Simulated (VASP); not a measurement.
# MgO (P6_3/mmc) in VASP: further runs, part 2 of 2

VASP 6.6.1. Earlier steps stand in the parts before.

## (5) Single point, LDA

File INCAR:

```
SYSTEM = MgO
PREC = Accurate
ENCUT = 600
EDIFF = 1E-6
ISMEAR = -1
SIGMA = 0.01
LREAL = .False.
LASPH = .True.
NELM = 120
ALGO = Normal
ISIF = 2
LWAVE = .False.
LCHARG = .False.
GGA = CA
NBANDS = 16
GGA_COMPAT = .False.
```

File KPOINTS:

```
regular mesh
0
Gamma
  7 7 6
  0 0 0
```

File POSCAR:

```
MgO
1.0
    3.4863778600      0.0000000000      0.0000000000
   -1.7431889300      3.0192918000      0.0000000000
    0.0000000000      0.0000000000      4.1780412200
Mg O
2 2
Direct
    0.6666666667      0.3333333333      0.7500000000
    0.3333333333      0.6666666667      0.2500000000
    0.6666666667      0.3333333333      0.2500000000
    0.3333333333      0.6666666667      0.7500000000
```

Potentials or basis: VASP PAW LDA potentials, release 64 (Mg, O).

Launch:

```console
$ cat potpaw_LDA.64/Mg/POTCAR potpaw_LDA.64/O/POTCAR > POTCAR
$ mpirun -np 1 vasp_std > vasp.out
```

OUTCAR:

```text
SYSTEM = MgO
   PREC = Accurate
   ENCUT = 600
   EDIFF = 1E-6
   ISMEAR = -1
   LREAL = .False.
   LASPH = .True.
   NELM = 120
   ISIF = 2
   GGA = CA

 ion  position               nearest neighbor table
   1  0.667  0.333  0.750-   4 2.01   4 2.01   4 2.01   3 2.09   3 2.09   2 2.90   2 2.90   2 2.90
                             2 2.90   2 2.90   2 2.90
   2  0.333  0.667  0.250-   3 2.01   3 2.01   3 2.01   4 2.09   4 2.09   1 2.90   1 2.90   1 2.90
                             1 2.90   1 2.90   1 2.90
   3  0.667  0.333  0.250-   2 2.01   2 2.01   2 2.01   1 2.09   1 2.09
   4  0.333  0.667  0.750-   1 2.01   1 2.01   1 2.01   2 2.09   2 2.09

  LATTYP: Found a hexagonal cell.
 ALAT       =     3.4863778600
 C/A-ratio  =     1.1983902456

  Lattice vectors:

 A1 = (   3.4863778600,   0.0000000000,   0.0000000000)
 A2 = (  -1.7431889300,   3.0192918000,   0.0000000000)
 A3 = (   0.0000000000,   0.0000000000,   4.1780412200)

Analysis of symmetry for initial positions (statically):
=====================================================================
 Subroutine PRICEL returns:
 Original cell was already a primitive cell.

 Routine SETGRP: Setting up the symmetry group for a
 hexagonal supercell.

 Subroutine GETGRP returns: Found 24 space group operations
 (whereof 12 operations were pure point group operations)
 out of a pool of 24 trial point group operations.

The static configuration has the point symmetry D_3d.
 The point group associated with its full space group is D_6h.

Analysis of symmetry for dynamics (positions and initial velocities):
=====================================================================
 Subroutine PRICEL returns:
 Original cell was already a primitive cell.

 Routine SETGRP: Setting up the symmetry group for a
 hexagonal supercell.

 Subroutine GETGRP returns: Found 24 space group operations
 (whereof 12 operations were pure point group operations)
 out of a pool of 24 trial point group operations.

The dynamic configuration has the point symmetry D_3d.
[... 121 lines left out ...]
   IALGO  =     38    algorithm
   IMIX   =      4    mixing-type and parameters
     AMIX     =   0.40;   BMIX     =  1.00
     AMIX_MAG =   1.60;   BMIX_MAG =  1.00
  volume/ion in A,a.u.               =      10.99        74.20
  Fermi-wavevector in a.u.,A,eV,Ry     =   1.168685  2.208494 18.583167  1.365824
  Thomas-Fermi vector in A             =   2.305168
   LORBIT       =      0    0 simple, 1 ext, 2 COOP (PROOUT), +10 PAW based schemes
   GGA     = CA    functional components
   LHFCALC =     F    Hartree Fock is set to
   AEXX    =    0.0000 exact exchange contribution
   IVDW    =     0    specifies the selected vdW correction
   LEPSILON=     F    determine dielectric tensor
   LRPA    =     F    only Hartree local field effects (RPA)
 non-spin polarized calculation
  energy-cutoff  :      600.00
  volume of cell :       43.98
 maximum number of plane-waves:      1487
 NGX is ok and might be reduce to    28
   NGX = 13   NGY = 13   NGZ = 17

 number of electron      15.9999998 magnetization

 Free energy of the ion-electron system (eV)
  ---------------------------------------------------
  ext. energy  EPLUGINS =         0.00000000
  ---------------------------------------------------
  free energy    TOTEN  =       -26.50319860 eV

  energy without entropy =      -26.50319860  energy(sigma->0) =      -26.50319860

 E-fermi :   1.9124     XC(G=0): -10.6011

 val. band max:        1.6781748890   @ k =   0.0000   0.0000   0.0000
 cond. band min:       5.0133463410   @ k =   0.0000   0.0000   0.0000
 fundamental gap:      3.3351714521
 Fermi energy:         1.9124119424

 k-point     1 :       0.0000    0.0000    0.0000
  band No.  band energies     occupation
      1     -14.9804      2.00000
      2     -13.5064      2.00000
      3      -2.0276      2.00000
      4      -0.0822      2.00000
      5      -0.0822      2.00000
      6       0.8666      2.00000
[... 433 lines left out ...]
      3      -1.8865      2.00000
      4      -1.8199      2.00000
      5      -1.2181      2.00000
      6      -0.0316      2.00000
[... 8 lines left out ...]
     15      16.9121      0.00000
     16      18.5516      0.00000

 [... further k-points ...]
[... 5 lines left out ...]
  --------------------------------------------------------------------------------------
  -------------------------------------------------------------------------------------
  Total       -1.6328307     -1.6328307     -1.6444583      0.0000000      0.0000000      0.0000000
  in kB      -59.4839045    -59.4839047    -59.9074984      0.0000000      0.0000000      0.0000000
  external PRESSURE =     -59.6251025 kB  Pullay stress =       0.0000000 kB

 VOLUME and BASIS-vectors are now :
 -----------------------------------------------------------------------------
  energy-cutoff  :      600.00
  volume of cell :       43.98
      direct lattice vectors                 reciprocal lattice vectors
     3.486377860  0.000000000  0.000000000     0.286830642  0.165601748  0.000000000
    -1.743188930  3.019291800  0.000000000     0.000000000  0.331203496  0.000000000
     0.000000000  0.000000000  4.178041220     0.000000000  0.000000000  0.239346609

 POSITION                                       TOTAL-FORCE (eV/Angst)
 -----------------------------------------------------------------------------------
      1.74319      1.00643      3.13353        -0.000000     -0.000000      0.000000
     -0.00000      2.01286      1.04451        -0.000000      0.000000      0.000000
      1.74319      1.00643      1.04451        -0.000000     -0.000000      0.000000
     -0.00000      2.01286      3.13353         0.000000      0.000000      0.000000
 -----------------------------------------------------------------------------------
    total drift:                                0.000000     -0.000000      0.000000

  FREE ENERGIE OF THE ION-ELECTRON SYSTEM (eV)
  ---------------------------------------------------
  free  energy   TOTEN  =       -26.5031985996 eV

  energy  without entropy=      -26.5031985996  energy(sigma->0) =      -26.50319860
```

Run time: 16 s. Hardware: 1 thread of AMD EPYC 9R45 (Zen 5), shared host; peak memory 0.13 GiB.

Results:

```
Free energy            : -26.5032 eV
Pressure               : -6.0 GPa
Band gap on the k mesh : 3.34 eV, direct
```

## (6) Summary

```tsv
k mesh	gap on the mesh (eV)	pressure (GPa)
3 × 3 × 2	3.33	-6.0
4 × 4 × 3	3.33	-6.0
6 × 6 × 4	3.33	-6.0
7 × 7 × 6	3.34	-6.0
```

Alike in all rows: task single point; level LDA; potentials or basis VASP PAW LDA potentials, release 64 (Mg, O); no spin polarisation; cell as given; cutoff (eV) 600; smearing fermi-dirac 0.01 eV.

Caveats: some runs use coarse meshes.

Absolute energies hang on the potentials; compare differences alone.
